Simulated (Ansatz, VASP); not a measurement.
## CdTe6Pd: VASP beside Ansatz

File INCAR:

```
SYSTEM = CdTe6Pd
ALGO = Normal
EDIFF = 1E-6
ENCUT = 520
GGA = PE
ISIF = 2
ISMEAR = -1
ISYM = 0
LASPH = .TRUE.
LCHARG = .FALSE.
LREAL = .FALSE.
LWAVE = .FALSE.
NBANDS = 39
NELM = 80
PREC = Accurate
SIGMA = 0.0311
```

Contents of KPOINTS:

```
k-points
0
G
  3 3 3
  0 0 0
```

Contents of POSCAR:

```
CdTe6Pd
1.0
    6.7461820000      0.0000000000      0.0000000000
   -3.3730910000      5.8423660000      0.0000000000
   -3.3730910000      1.9474550000      6.3699230000
Te Cd Pd
6 1 1
Direct
    0.2500000000      0.0830000000      0.7510000000
    0.9170000000      0.4160000000      0.7510000000
    0.5840000000      0.7500000000      0.7510000000
    0.7500000000      0.9170000000      0.2490000000
    0.0830000000      0.5840000000      0.2490000000
    0.4160000000      0.2500000000      0.2490000000
    0.5000000000      0.5000000000      0.5000000000
    0.0000000000      0.0000000000      0.0000000000
```

Input for Ansatz:

```yaml
crystal:
  lattice:
    - [6.746182, 0.0, 0.0]
    - [-3.373091, 5.842366, 0.0]
    - [-3.373091, 1.947455, 6.369923]
  atoms:
    - { symbol: Te, position: [0.25, 0.083, 0.751] }
    - { symbol: Te, position: [0.917, 0.416, 0.751] }
    - { symbol: Te, position: [0.584, 0.75, 0.751] }
    - { symbol: Te, position: [0.75, 0.917, 0.249] }
    - { symbol: Te, position: [0.083, 0.584, 0.249] }
    - { symbol: Te, position: [0.416, 0.25, 0.249] }
    - { symbol: Cd, position: [0.5, 0.5, 0.5] }
    - { symbol: Pd, position: [0.0, 0.0, 0.0] }
  symmetry: { detect: false }
kpoints:
  mp_grid: { grid: [3, 3, 3], shift: [0, 0, 0] }
magnetization:
  spin_polarized: false
scf:
  occupations: { method: fermi_dirac, width: 0.0311 }
hamiltonian:
  pseudopotentials: { kind: paw }
  xc: pbe
basis:
  ecutwfc: 420
output:
  forces: true
  stress: true
  eigenvalues: true
  write_density: true
  write_potential: true
  elf: true
  volumetric_format: npy
```

Alike in both runs: task single point; functional PBE; k mesh 3 × 3 × 3; occupations fermi-dirac, width 0.0311 eV; no spin polarisation.

|  | VASP | Ansatz |
| --- | --- | --- |
| version | VASP 6.6.1 | Ansatz 0.2.0 |
| potentials or method | VASP PAW PBE potentials, release 64 (Te, Cd, Pd), cutoff 520 eV | PAW plane waves |
| valence electrons in the cell | 58 | 134 |

```tsv
	VASP	Ansatz	Ansatz less VASP
gap on the k mesh at the Fermi level (eV)	none	none	-
pressure (GPa)	-0.2	-0.2	-0.02
traceless stress, the component that is largest in VASP (GPa)	-1.23	-1.23	+0.006
rms of the force components (eV/Å)	0.682	0.669	-0.0129
```

Atom by atom the forces differ by 0.014 eV/Å (rms over components). A gap of «none» marks a metal or a gap that the smearing closes. With one functional, cell and mesh, what is left measures potentials, basis and numerics. VASP's potentials hold 58 valence electrons a cell and Ansatz's 134, so a difference there can come from the potentials and not from the codes.

The k mesh is coarse, so the values compare programs but aren't converged. Spin-orbit coupling is off throughout.
